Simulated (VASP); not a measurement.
Here is a VASP 6.6.1 calculation.

Contents of INCAR:

```
PREC     = Accurate       # precision mode
ENCUT    = 520            # plane-wave cutoff, eV
EDIFF    = 1E-7           # SCF threshold, eV
ISMEAR   = 0              # smearing method
SIGMA    = 0.1            # smearing width, eV
LREAL    = F              # projectors in reciprocal space
LASPH    = T              # aspherical terms in the spheres
NELM     = 60             # most SCF steps
ALGO     = Normal         # electronic algorithm
ISIF     = 2              # what is computed and relaxed
LWAVE    = F              # write WAVECAR
LCHARG   = F              # write CHGCAR
NBANDS   = 26             # bands
```

KPOINTS

```
Automatic mesh
0
Gamma
  5 5 5
  0.5 0.5 0.5
```

The input POSCAR:

```
In
1.0
    1.6696370000      0.9639650000      8.2074630000
   -1.6696370000      0.9639650000      8.2074630000
    0.0000000000     -1.9279310000      8.2074630000
In
3
Direct
    0.0000000000      0.0000000000      0.0000000000
    0.7780120000      0.7780120000      0.7780120000
    0.2219880000      0.2219880000      0.2219880000
```

Potentials or basis: VASP PAW LDA potentials, release 64 (In_d).

Run with:

```console
$ cat potpaw_LDA.64/In_d/POTCAR > POTCAR
$ mpirun -np 1 vasp_std > vasp.out
```

**Question.** Predict the band gap on the k mesh.

**Answer.** Zero (an odd number of electrons rules out a gap without spin polarisation).

**Question.** What does it give for the pressure?

**Answer.** -2.7 GPa.

**Question.** Estimate the largest force.

**Answer.** 0.069 eV/Å.

Stress tensor (GPa, compression positive):
```
-4.43  0.00  0.00
 0.00 -4.43  0.00
 0.00  0.00  0.90
```

Caveat: the k points lie up to 0.44 Å⁻¹ apart, too coarse for converged energies and pressures of a metal; spin-orbit coupling is left out, which moves the levels of the heavy elements.
